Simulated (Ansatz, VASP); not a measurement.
# PbSe in VASP and in Ansatz

```
CELL_PARAMETERS angstrom
0.00000 3.06065 3.06065
3.06065 0.00000 3.06065
3.06065 3.06065 0.00000
ATOMIC_POSITIONS crystal
Pb 0.00000 0.00000 0.00000
Se 0.50000 0.50000 0.50000
```

Alike in both runs: functional LDA; k mesh 6 × 6 × 6; occupations fermi-dirac, width 0.05 eV; non-collinear spin, spin-orbit coupling.

```csv
,VASP,Ansatz
version,VASP 6.6.1,Ansatz 0.2.0
potentials or method,"VASP PAW LDA potentials, release 64 (Pb_d, Se), cutoff 520 eV","all-electron LAPW, relativistic spinors"
task,single point,band structure
```

|  | VASP | Ansatz | Ansatz less VASP |
| --- | --- | --- | --- |
| pressure (GPa) | -2.5 | -2.7 | -0.22 |
| net moment per atom (μB) | 0.00 | 0.00 | 0.000 |

LDA's correlation is that of Perdew and Zunger in VASP and of Perdew and Wang (1992) in Ansatz. Ansatz ran all-electron here, and VASP with PAW potentials.
